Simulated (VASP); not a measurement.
# Te (Im-3m) in VASP: a series of runs, part 2 of 2

VASP 6.6.1. Earlier steps stand in the parts before.

## (4) Single point, LDA (volume scaled by 0.76)

The input, INCAR:

```
SYSTEM = Te
PREC = Accurate
ENCUT = 520
EDIFF = 1E-6
ISMEAR = -1
SIGMA = 0.1
LREAL = .False.
LASPH = .True.
NELM = 80
ALGO = Normal
ISIF = 2
LWAVE = .False.
LCHARG = .False.
NBANDS = 9
```

The input, KPOINTS:

```
Automatic mesh
0
Gamma
  15 15 15
  0 0 0
```

The input, POSCAR:

```
Te
1.0
   -1.7178426811      1.7178426811      1.7178426811
    1.7178426811     -1.7178426811      1.7178426811
    1.7178426811      1.7178426811     -1.7178426811
Te
1
Direct
    0.0000000000      0.0000000000      0.0000000000
```

Potentials or basis: VASP PAW LDA potentials, release 64 (Te).

The run is started by

```
cat potpaw_LDA.64/Te/POTCAR > POTCAR
mpirun -np 1 vasp_std > vasp.out
```

OUTCAR:

```text
SYSTEM = Te
   PREC = Accurate
   ENCUT = 520
   EDIFF = 1E-6
   ISMEAR = -1
   LREAL = .False.
   LASPH = .True.
   NELM = 80
   ISIF = 2

 ion  position               nearest neighbor table
   1  0.000  0.000  0.000-

  LATTYP: Found a body centered cubic cell.
 ALAT       =     3.4356853622

  Lattice vectors:

 A1 = (  -1.7178426811,   1.7178426811,   1.7178426811)
 A2 = (   1.7178426811,  -1.7178426811,   1.7178426811)
 A3 = (   1.7178426811,   1.7178426811,  -1.7178426811)

[... 457 lines left out ...]
      1       1.8933      2.00000
      2       5.3479      2.00000
      3       9.6925      2.00000
      4      14.5674      0.00001
      5      21.0706      0.00000
      6      24.3098      0.00000
      7      26.0452      0.00000
      8      26.2908      0.00000
      9      32.9014      0.00000

 [... further k-points ...]
[... 5 lines left out ...]
  --------------------------------------------------------------------------------------
  -------------------------------------------------------------------------------------
  Total        4.4586704      4.4586704      4.4586704      0.0000000     -0.0000000      0.0000000
  in kB      352.2944450    352.2944450    352.2944450      0.0000000     -0.0000000      0.0000000
  external PRESSURE =     352.2944450 kB  Pullay stress =       0.0000000 kB

 VOLUME and BASIS-vectors are now :
 -----------------------------------------------------------------------------
  energy-cutoff  :      520.00
  volume of cell :       20.28
      direct lattice vectors                 reciprocal lattice vectors
    -1.717842681  1.717842681  1.717842681     0.000000000  0.291062741  0.291062741
     1.717842681 -1.717842681  1.717842681     0.291062741  0.000000000  0.291062741
     1.717842681  1.717842681 -1.717842681     0.291062741  0.291062741  0.000000000

 POSITION                                       TOTAL-FORCE (eV/Angst)
 -----------------------------------------------------------------------------------
      0.00000      0.00000      0.00000        -0.000000      0.000000     -0.000000
 -----------------------------------------------------------------------------------
    total drift:                                0.000000     -0.000000      0.000000

  FREE ENERGIE OF THE ION-ELECTRON SYSTEM (eV)
  ---------------------------------------------------
  free  energy   TOTEN  =        -3.0414526087 eV

  energy  without entropy=       -3.0188284233  energy(sigma->0) =       -3.03014052
```

It took 9.2 s on 1 thread of Intel Xeon 6975P-C, shared host; peak memory 0.14 GiB.

Results:

```yaml
Free_energy: -3.0415 eV
Pressure: 35.2 GPa
Band_gap_on_the_k_mesh: zero (band 3 reaches 18.44 eV, above the bottom of band 4 at 9.00 eV)
```

Levels at points of the mesh, in eV from the Fermi level:
```
           k point  band 1  band 2  band 3  band 4  band 5  band 6
(0.00, 0.00, 0.00)  -17.29    5.06    5.06    5.06   10.56   10.56
```

Caveat: spin-orbit coupling is left out, which moves the levels of the heavy elements.

## (5) Single point, LDA (volume scaled by 0.76)

The input, INCAR:

```
PREC = Accurate ; ENCUT = 520
EDIFF = 1E-7 ; ISMEAR = -1
SIGMA = 0.1 ; LREAL = F
LASPH = T ; NELM = 80
ALGO = Normal ; ISIF = 2
LWAVE = F ; LCHARG = F
GGA = CA ; NBANDS = 9
```

The input, KPOINTS:

```
regular mesh
0
Gamma
  15 15 15
```

POSCAR is that of step 4.

Potentials or basis: VASP PAW LDA potentials, release 64 (Te).

The run is started by

```
cat potpaw_LDA.64/Te/POTCAR > POTCAR
mpirun -np 1 vasp_std > vasp.out
```

OUTCAR:

```text
PREC = Accurate
   ENCUT = 520
   EDIFF = 1E-7
   ISMEAR = -1
   LREAL = F
   LASPH = T
   NELM = 80
   ISIF = 2
   GGA = CA

 ion  position               nearest neighbor table
   1  0.000  0.000  0.000-

  LATTYP: Found a body centered cubic cell.
 ALAT       =     3.4356853622

  Lattice vectors:

 A1 = (  -1.7178426811,   1.7178426811,   1.7178426811)
 A2 = (   1.7178426811,  -1.7178426811,   1.7178426811)
 A3 = (   1.7178426811,   1.7178426811,  -1.7178426811)

Analysis of symmetry for initial positions (statically):
=====================================================================
 Subroutine PRICEL returns:
 Original cell was already a primitive cell.

 Routine SETGRP: Setting up the symmetry group for a
 body centered cubic supercell.

 Subroutine GETGRP returns: Found 48 space group operations
 (whereof 48 operations were pure point group operations)
 out of a pool of 48 trial point group operations.

The static configuration has the point symmetry O_h .

Analysis of symmetry for dynamics (positions and initial velocities):
=====================================================================
 Subroutine PRICEL returns:
 Original cell was already a primitive cell.

 Routine SETGRP: Setting up the symmetry group for a
 body centered cubic supercell.

 Subroutine GETGRP returns: Found 48 space group operations
 (whereof 48 operations were pure point group operations)
 out of a pool of 48 trial point group operations.

The dynamic configuration has the point symmetry O_h .

 Subroutine INISYM returns: Found 48 space group operations
 (whereof 48 operations are pure point group operations),
 and found     1 'primitive' translations

----------------------------------------------------------------------------------------

                                     Primitive cell

  volume of cell :      20.2773

  direct lattice vectors                    reciprocal lattice vectors
    -1.717842681  1.717842681  1.717842681     0.000000000  0.291062741  0.291062741
     1.717842681 -1.717842681  1.717842681     0.291062741  0.000000000  0.291062741
     1.717842681  1.717842681 -1.717842681     0.291062741  0.291062741  0.000000000

  length of vectors
     2.975390803  2.975390803  2.975390803     0.411624876  0.411624876  0.411624876

  position of ions in fractional coordinates (direct lattice)
     0.000000000  0.000000000  0.000000000

  ion indices of the primitive-cell ions
   primitive index   ion index
                 1           1

----------------------------------------------------------------------------------------

 KPOINTS: regular mesh

Automatic generation of k-mesh.
 Grid dimensions read from file:
 generate k-points for:   15   15   15

 Generating k-lattice:

  Cartesian coordinates                     Fractional coordinates (reciprocal lattice)
     0.000000000  0.019404183  0.019404183     0.066666667  0.000000000  0.000000000
     0.019404183  0.000000000  0.019404183     0.000000000  0.066666667  0.000000000
     0.019404183  0.019404183  0.000000000     0.000000000  0.000000000  0.066666667

  Length of vectors
     0.027441658  0.027441658  0.027441658

  Shift w.r.t. Gamma in fractional coordinates (k-lattice)
     0.000000000  0.000000000  0.000000000

 Subroutine IBZKPT returns following result:
 ===========================================

 Found    120 irreducible k-points:

 Following reciprocal coordinates:
            Coordinates               Weight
  0.000000  0.000000  0.000000      1.000000
  0.066667  0.000000  0.000000     12.000000
  0.133333  0.000000  0.000000     12.000000
  0.200000  0.000000  0.000000     12.000000
  0.266667  0.000000  0.000000     12.000000
  0.333333  0.000000  0.000000     12.000000
[... 16 lines left out ...]
  0.333333  0.200000 -0.000000     48.000000
  0.400000  0.200000  0.000000     24.000000
 [... further k-points ...]
   k-points           NKPTS =    120   k-points in BZ     NKDIM =    120   number of bands    NBANDS=      9
   number of dos      NEDOS =    301   number of ions     NIONS =      1
   total plane-waves  NPLWV =  13824
   dimension x,y,z NGX =    24 NGY =   24 NGZ =   24
   dimension x,y,z NGXF=    48 NGYF=   48 NGZF=   48
   ions per type =               1
   NGX,Y,Z   is equivalent  to a cutoff of  13.41, 13.41, 13.41 a.u.
   NGXF,Y,Z  is equivalent  to a cutoff of  26.82, 26.82, 26.82 a.u.
 SYSTEM =  unknown system
   PREC   = accura    normal or accurate (medium, high low for compatibility)
   ISTART =      0    job   : 0-new  1-cont  2-samecut
   ICHARG =      2    charge: 1-file 2-atom 10-const
   ISPIN  =      1    spin polarized calculation?
   LNONCOLLINEAR =      F non collinear calculations
   LSORBIT =      F    spin-orbit coupling
   LASPH  =      T    aspherical Exc in radial PAW
   ENCUT  =  520.0 eV  38.22 Ry    6.18 a.u.   5.53  5.53  5.53*2*pi/ulx,y,z
   NELM   =     80;   NELMIN=  2; NELMDL= -5     # of ELM steps
   EDIFF  = 0.1E-06   stopping-criterion for ELM
   LREAL  =      F    real-space projection
   EDIFFG = 0.1E-05   stopping-criterion for IOM
   NSW    =      0    number of steps for IOM
   IBRION =     -1    ionic relax: 0-MD 1-quasi-New 2-CG
   NFREE  =      0    steps in history (QN), initial steepest desc. (CG)
   ISIF   =      2    stress and relaxation
   ISYM   =      2    0-nonsym 1-usesym 2-fastsym
   POTIM  = 0.5000    time-step for ionic-motion
   TEBEG  =    0.0;   TEEND  =   0.0 temperature during run
   PSTRESS=    0.0 pullay stress
   NELECT =       6.0000    total number of electrons
   NUPDOWN=      -1.0000    fix difference up-down
   EMIN   =  10.00;   EMAX   =-10.00  energy-range for DOS
   EFERMI =   0.00;   METHOD = LEGACY
   ISMEAR =    -1;   SIGMA  =   0.10  broadening in eV -4-tet -1-fermi 0-gaus
   EFERMI_NEDOS =   21; number of points for ismear=-14 and -15
   IALGO  =     38    algorithm
   IMIX   =      4    mixing-type and parameters
     AMIX     =   0.40;   BMIX     =  1.00
     AMIX_MAG =   1.60;   BMIX_MAG =  1.00
  volume/ion in A,a.u.               =      20.28       136.84
  Fermi-wavevector in a.u.,A,eV,Ry     =   1.090909  2.061519 16.192055  1.190082
  Thomas-Fermi vector in A             =   2.227143
   LORBIT       =      0    0 simple, 1 ext, 2 COOP (PROOUT), +10 PAW based schemes
   GGA     = CA    functional components
   LHFCALC =     F    Hartree Fock is set to
   AEXX    =    0.0000 exact exchange contribution
   IVDW    =     0    specifies the selected vdW correction
   LEPSILON=     F    determine dielectric tensor
   LRPA    =     F    only Hartree local field effects (RPA)
 non-spin polarized calculation
  energy-cutoff  :      520.00
  volume of cell :       20.28
 maximum number of plane-waves:       560
 NGX is ok and might be reduce to    24
   NGX = 11   NGY = 11   NGZ = 11

 number of electron       6.0000000 magnetization

 Free energy of the ion-electron system (eV)
  ---------------------------------------------------
  ext. energy  EPLUGINS =         0.00000000
  ---------------------------------------------------
  free energy    TOTEN  =        -3.04145257 eV

  energy without entropy =       -3.01882891  energy(sigma->0) =       -3.03014074

 E-fermi :  13.3760     XC(G=0): -11.7536

 val. band max:       13.3706897628   @ k =   0.3333   0.1333   0.0667
 cond. band min:      13.3835023708   @ k =  -0.4000   0.4000   0.2000
 fundamental gap:      0.0128126080
 Fermi energy:        13.3760087900

 k-point     1 :       0.0000    0.0000    0.0000
  band No.  band energies     occupation
      1      -3.9170      2.00000
      2      18.4385      0.00000
      3      18.4385      0.00000
      4      18.4385      0.00000
      5      23.9349      0.00000
      6      23.9349      0.00000
      7      23.9349      0.00000
      8      24.8354      0.00000
      9      24.8354      0.00000

 k-point     2 :       0.0667    0.0000    0.0000
  band No.  band energies     occupation
      1      -3.8015      2.00000
      2      17.5280      0.00000
      3      18.0145      0.00000
      4      18.3252      0.00000
      5      23.0708      0.00000
      6      23.0791      0.00000
      7      24.4602      0.00000
      8      24.4785      0.00000
      9      24.9360      0.00000
[... 253 lines left out ...]
 k-point    24 :       0.4000    0.2000    0.0000
  band No.  band energies     occupation
      1       1.8934      2.00000
      2       5.3479      2.00000
      3       9.6925      2.00000
      4      14.5674      0.00001
      5      21.0706      0.00000
      6      24.3099      0.00000
      7      26.0453      0.00000
      8      26.2909      0.00000
      9      32.9014      0.00000

 [... further k-points ...]
[... 5 lines left out ...]
  --------------------------------------------------------------------------------------
  -------------------------------------------------------------------------------------
  Total        4.4571023      4.4571023      4.4571023      0.0000000      0.0000000      0.0000000
  in kB      352.1705451    352.1705451    352.1705451      0.0000000      0.0000000      0.0000000
  external PRESSURE =     352.1705451 kB  Pullay stress =       0.0000000 kB

 VOLUME and BASIS-vectors are now :
 -----------------------------------------------------------------------------
  energy-cutoff  :      520.00
  volume of cell :       20.28
      direct lattice vectors                 reciprocal lattice vectors
    -1.717842681  1.717842681  1.717842681     0.000000000  0.291062741  0.291062741
     1.717842681 -1.717842681  1.717842681     0.291062741  0.000000000  0.291062741
     1.717842681  1.717842681 -1.717842681     0.291062741  0.291062741  0.000000000

 POSITION                                       TOTAL-FORCE (eV/Angst)
 -----------------------------------------------------------------------------------
      0.00000      0.00000      0.00000         0.000000      0.000000      0.000000
 -----------------------------------------------------------------------------------
    total drift:                                0.000000     -0.000000      0.000000

  FREE ENERGIE OF THE ION-ELECTRON SYSTEM (eV)
  ---------------------------------------------------
  free  energy   TOTEN  =        -3.0414525679 eV

  energy  without entropy=       -3.0188289120  energy(sigma->0) =       -3.03014074
```

OSZICAR:

```text
N       E                     dE             d eps       ncg     rms          rms(c)
DAV:   1     0.108778182039E+02    0.10878E+02   -0.25655E+03  2168   0.533E+02
DAV:   2    -0.279337946721E+01   -0.13671E+02   -0.13181E+02  3053   0.745E+01
DAV:   3    -0.305032112995E+01   -0.25694E+00   -0.25362E+00  2703   0.998E+00
DAV:   4    -0.305129570403E+01   -0.97457E-03   -0.97446E-03  2961   0.685E-01
DAV:   5    -0.305129810242E+01   -0.23984E-05   -0.23998E-05  2745   0.315E-02    0.119E+01
DAV:   6    -0.304499506529E+01    0.63030E-02   -0.35019E-04  2898   0.119E-01    0.723E+00
DAV:   7    -0.304145886860E+01    0.35362E-02   -0.72900E-04  2834   0.171E-01    0.474E-02
DAV:   8    -0.304145349942E+01    0.53692E-05   -0.16983E-05  2622   0.269E-02    0.301E-02
DAV:   9    -0.304145260858E+01    0.89084E-06   -0.52294E-06  2741   0.111E-02    0.110E-02
DAV:  10    -0.304145256791E+01    0.40670E-07   -0.13239E-07  2622   0.238E-03
   1 F= -.30414526E+01 E0= -.30301407E+01  d E =-.226237E-01
```

stdout:

```text
POSCAR found type information on POSCAR Te
 POSCAR found :  1 types and       1 ions
 scaLAPACK will be used
 LDA part: xc-table for (Slater(with rela. corr.)+CA(PZ))
 , standard interpolation
 POSCAR, INCAR and KPOINTS ok, starting setup
 FFT: planning ... GRIDC
 FFT: planning ... GRID_SOFT
 FFT: planning ... GRID
 WAVECAR not read
 entering main loop
```

Wall time 9.3 s (1 thread of Intel Xeon 6975P-C, shared host); peak memory 0.14 GiB.

Results:

| Item | Value |
| --- | --- |
| Free energy | -3.0415 eV |
| Pressure | 35.2 GPa |
| Band gap on the k mesh | zero (band 3 reaches 18.44 eV, above the bottom of band 4 at 9.00 eV) |

Caveat: spin-orbit coupling is left out, which moves the levels of the heavy elements.

## (6) Single point, LDA (volume scaled by 0.76, level accurate)

The input, INCAR:

```
ALGO     = Normal         # electronic algorithm
EDIFF    = 1E-7           # SCF threshold, eV
ENCUT    = 520            # plane-wave cutoff, eV
ISIF     = 2              # what is computed and relaxed
ISMEAR   = -1             # smearing method
LASPH    = T              # aspherical terms in the spheres
LCHARG   = T              # write CHGCAR
LELF     = T              # ELF
LREAL    = F              # projectors in reciprocal space
LVHAR    = T            
LWAVE    = F              # write WAVECAR
NBANDS   = 9              # bands
NELM     = 100            # most SCF steps
PREC     = Accurate       # precision mode
SIGMA    = 0.1            # smearing width, eV
```

The input, KPOINTS:

```
k-points
0
Gamma
  15 15 15
```

POSCAR is that of step 5.

Potentials or basis: VASP PAW LDA potentials, release 64 (Te).

The run is started by

```
cat potpaw_LDA.64/Te/POTCAR > POTCAR
mpirun -np 1 vasp_std > vasp.out
```

It took 11 s on 1 thread of Intel Xeon 6975P-C, shared host; peak memory 0.14 GiB.

It converged, with:

```
Free energy            : -3.0415 eV
Pressure               : 35.2 GPa
Band gap on the k mesh : zero (band 3 reaches 18.44 eV, above the bottom of band 4 at 9.00 eV)
```

Levels at points of the mesh, in eV from the Fermi level:
```tsv
k point	band 1	band 2	band 3	band 4	band 5	band 6
(0.00, 0.00, 0.00)	-17.29	5.06	5.06	5.06	10.56	10.56
```

Caveat: spin-orbit coupling is left out, which moves the levels of the heavy elements.

## (7) Overview

| cell | gap on the mesh (eV) | pressure (GPa) |
| --- | --- | --- |
| a = 2.750 Å, angles 109.5°, 1 atom | none | 113.4 |
| a = 2.867 Å, angles 109.5°, 1 atom | none | 64.0 |
| a = 2.975 Å, angles 109.5°, 1 atom | none | 35.2 |

Alike in all rows: task single point; level LDA; potentials or basis VASP PAW LDA potentials, release 64 (Te); no spin polarisation; k mesh 15 × 15 × 15; cutoff (eV) 520; smearing fermi-dirac 0.1 eV.

Caveats: spin-orbit coupling is left out, which moves the levels of the heavy elements.

Total energies depend on the potentials used, so only differences within one code and one set of settings carry meaning.
